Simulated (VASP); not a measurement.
# ZrF (P4/mmm) in VASP: single point with PBE

Aim: the single point of ZrF with PBE.

Everything below comes from runs of VASP 6.6.1. Logs are shortened: lines on timing, memory, paths and dates and some standing lists are left out, and cuts for length are marked.

### Step 1. The cell of the first run

The structure is tetragonal, space group P4/mmm (No. 123). The conventional cell has a = 2.938 Å, b = 2.938 Å, c = 2.960 Å, α = 90.00°, β = 90.00°, γ = 90.00°. Within 3.4 Å of Zr (site symmetry 4/mmm) lie 8 F at 2.55 Å and 6 Zr at 2.94 to 2.96 Å. F (site symmetry 4/mmm) has 8 Zr at 2.55 Å and 6 F at 2.94 to 2.96 Å within 3.4 Å.

### Step 2. Single point, PBE

INCAR

```
SYSTEM = ZrF
PREC     = Accurate       ! precision mode
ENCUT    = 520            ! plane-wave cutoff, eV
EDIFF    = 1E-6           ! SCF threshold, eV
ISMEAR   = 0              ! smearing method
SIGMA    = 0.1            ! smearing width, eV
LREAL    = .FALSE.        ! projectors in reciprocal space
LASPH    = .TRUE.         ! aspherical terms in the spheres
NELM     = 100            ! most SCF steps
ALGO     = Normal         ! electronic algorithm
ISIF     = 2              ! what is computed and relaxed
LWAVE    = .FALSE.        ! write WAVECAR
LCHARG   = .FALSE.        ! write CHGCAR
GGA      = PE             ! functional
NBANDS   = 16             ! bands
```

KPOINTS

```
regular mesh
0
G
  6 6 6
  0 0 0
```

POSCAR

```
ZrF
1.0
    2.9377889700      0.0000000000      0.0000000000
    0.0000000000      2.9377889700      0.0000000000
    0.0000000000      0.0000000000      2.9601260500
Zr F
1 1
Direct
    0.5000000000      0.5000000000      0.5000000000
    0.0000000000      0.0000000000      0.0000000000
```

Potentials or basis: VASP PAW PBE potentials, release 64 (Zr_sv, F).

Launch:

```
$ cat potpaw_PBE.64/Zr_sv/POTCAR potpaw_PBE.64/F/POTCAR > POTCAR
$ mpirun -np 1 vasp_std > vasp.out
```

OUTCAR:

```text
SYSTEM = ZrF
   PREC = Accurate
   ENCUT = 520
   EDIFF = 1E-6
   ISMEAR = 0
   LREAL = .FALSE.
   LASPH = .TRUE.
   NELM = 100
   ISIF = 2
   GGA = PE

 ion  position               nearest neighbor table
   1  0.500  0.500  0.500-   2 2.55   2 2.55   2 2.55   2 2.55   2 2.55   2 2.55   2 2.55   2 2.55

   2  0.000  0.000  0.000-   1 2.55   1 2.55   1 2.55   1 2.55   1 2.55   1 2.55   1 2.55   1 2.55

  LATTYP: Found a simple tetragonal cell.
 ALAT       =     2.9377889700
 C/A-ratio  =     1.0076033644

  Lattice vectors:

 A1 = (   2.9377889700,   0.0000000000,   0.0000000000)
 A2 = (   0.0000000000,   2.9377889700,   0.0000000000)
 A3 = (   0.0000000000,   0.0000000000,   2.9601260500)

Analysis of symmetry for initial positions (statically):
=====================================================================
 Subroutine PRICEL returns:
 Original cell was already a primitive cell.

 Routine SETGRP: Setting up the symmetry group for a
 simple tetragonal supercell.

 Subroutine GETGRP returns: Found 16 space group operations
 (whereof 16 operations were pure point group operations)
 out of a pool of 16 trial point group operations.

The static configuration has the point symmetry D_4h.

Analysis of symmetry for dynamics (positions and initial velocities):
=====================================================================
 Subroutine PRICEL returns:
 Original cell was already a primitive cell.

 Routine SETGRP: Setting up the symmetry group for a
 simple tetragonal supercell.

 Subroutine GETGRP returns: Found 16 space group operations
 (whereof 16 operations were pure point group operations)
 out of a pool of 16 trial point group operations.

The dynamic configuration has the point symmetry D_4h.

 Subroutine INISYM returns: Found 16 space group operations
 (whereof 16 operations are pure point group operations),
 and found     1 'primitive' translations

----------------------------------------------------------------------------------------

                                     Primitive cell

  volume of cell :      25.5477

  direct lattice vectors                    reciprocal lattice vectors
     2.937788970  0.000000000  0.000000000     0.340392047  0.000000000  0.000000000
     0.000000000  2.937788970  0.000000000     0.000000000  0.340392047  0.000000000
     0.000000000  0.000000000  2.960126050     0.000000000  0.000000000  0.337823452

  length of vectors
     2.937788970  2.937788970  2.960126050     0.340392047  0.340392047  0.337823452

  position of ions in fractional coordinates (direct lattice)
     0.500000000  0.500000000  0.500000000
[... 80 lines left out ...]
   EDIFFG = 0.1E-04   stopping-criterion for IOM
   NSW    =      0    number of steps for IOM
   IBRION =     -1    ionic relax: 0-MD 1-quasi-New 2-CG
   NFREE  =      0    steps in history (QN), initial steepest desc. (CG)
   ISIF   =      2    stress and relaxation
   ISYM   =      2    0-nonsym 1-usesym 2-fastsym
   POTIM  = 0.5000    time-step for ionic-motion
   TEBEG  =    0.0;   TEEND  =   0.0 temperature during run
   PSTRESS=    0.0 pullay stress
   NELECT =      19.0000    total number of electrons
   NUPDOWN=      -1.0000    fix difference up-down
   EMIN   =  10.00;   EMAX   =-10.00  energy-range for DOS
   EFERMI =   0.00;   METHOD = LEGACY
   ISMEAR =     0;   SIGMA  =   0.10  broadening in eV -4-tet -1-fermi 0-gaus
   EFERMI_NEDOS =   21; number of points for ismear=-14 and -15
   IALGO  =     38    algorithm
   IMIX   =      4    mixing-type and parameters
     AMIX     =   0.40;   BMIX     =  1.00
     AMIX_MAG =   1.60;   BMIX_MAG =  1.00
  volume/ion in A,a.u.               =      12.77        86.20
  Fermi-wavevector in a.u.,A,eV,Ry     =   1.483231  2.802901 29.932481  2.199975
  Thomas-Fermi vector in A             =   2.596919
   LORBIT       =      0    0 simple, 1 ext, 2 COOP (PROOUT), +10 PAW based schemes
   GGA     = PE    functional components
   LHFCALC =     F    Hartree Fock is set to
   AEXX    =    0.0000 exact exchange contribution
   IVDW    =     0    specifies the selected vdW correction
   LEPSILON=     F    determine dielectric tensor
   LRPA    =     F    only Hartree local field effects (RPA)
 non-spin polarized calculation
 Gauss-broadening in eV      SIGMA  =   0.10
  energy-cutoff  :      520.00
  volume of cell :       25.55
 maximum number of plane-waves:       707
 NGX is ok and might be reduce to    24
   NGX = 11   NGY = 11   NGZ = 11

 number of electron      18.9999991 magnetization

 Free energy of the ion-electron system (eV)
  ---------------------------------------------------
  ext. energy  EPLUGINS =         0.00000000
  ---------------------------------------------------
  free energy    TOTEN  =       -12.03172910 eV

  energy without entropy =      -12.02169558  energy(sigma->0) =      -12.02671234

 E-fermi :  11.5008     XC(G=0): -12.0683

 val. band max:       11.4879389347   @ k =   0.1667   0.1667   0.1667
 cond. band min:      11.5546206789   @ k =   0.1667   0.0000   0.3333
 fundamental gap:      0.0666817442
 Fermi energy:        11.5007911377

 k-point     1 :       0.0000    0.0000    0.0000
  band No.  band energies     occupation
      1     -37.9372      2.00000
      2     -16.0137      2.00000
      3     -15.5306      2.00000
      4     -15.4878      2.00000
      5     -15.4878      2.00000
      6       3.2078      2.00000
[... 433 lines left out ...]
      3     -16.2293      2.00000
      4     -15.3482      2.00000
      5     -15.2861      2.00000
      6       1.9327      2.00000
[... 8 lines left out ...]
     15      20.3641      0.00000
     16      23.5128      0.00000

 [... further k-points ...]

------------------------ aborting loop because EDIFF is reached ----------------------------------------

  FORCE on cell =-STRESS in cart. coord.  units (eV):
  Direction    XX          YY          ZZ          XY          YZ          ZX
  --------------------------------------------------------------------------------------
  -------------------------------------------------------------------------------------
  Total        3.3727552      3.3727552      3.2537655      0.0000000     -0.0000000      0.0000000
  in kB      211.5163780    211.5163780    204.0541548      0.0000000     -0.0000000      0.0000000
  external PRESSURE =     209.0289703 kB  Pullay stress =       0.0000000 kB

 VOLUME and BASIS-vectors are now :
 -----------------------------------------------------------------------------
  energy-cutoff  :      520.00
  volume of cell :       25.55
      direct lattice vectors                 reciprocal lattice vectors
     2.937788970  0.000000000  0.000000000     0.340392047  0.000000000  0.000000000
     0.000000000  2.937788970  0.000000000     0.000000000  0.340392047  0.000000000
     0.000000000  0.000000000  2.960126050     0.000000000  0.000000000  0.337823452

 POSITION                                       TOTAL-FORCE (eV/Angst)
 -----------------------------------------------------------------------------------
      1.46889      1.46889      1.48006         0.000000      0.000000      0.000000
      0.00000      0.00000      0.00000         0.000000      0.000000      0.000000
 -----------------------------------------------------------------------------------
    total drift:                                0.000000     -0.000000     -0.000000

  FREE ENERGIE OF THE ION-ELECTRON SYSTEM (eV)
  ---------------------------------------------------
  free  energy   TOTEN  =       -12.0317290999 eV

  energy  without entropy=      -12.0216955765  energy(sigma->0) =      -12.02671234
```

stdout:

```text
POSCAR found type information on POSCAR ZrF
 POSCAR found :  2 types and       2 ions
 scaLAPACK will be used
 LDA part: xc-table for (Slater+PW92), standard interpolation
 POSCAR, INCAR and KPOINTS ok, starting setup
 FFT: planning ... GRIDC
 FFT: planning ... GRID_SOFT
 FFT: planning ... GRID
 WAVECAR not read
 entering main loop
```

Wall time 26 s (1 thread of AMD EPYC 7R13, shared host); peak memory 0.12 GiB.

What came out:

| Quantity | Value |
| --- | --- |
| Free energy | -12.0317 eV |
| Pressure | 20.9 GPa |

Caveat: an odd number of electrons without spin polarisation forces a metal; a magnetic or distorted state may lie lower.
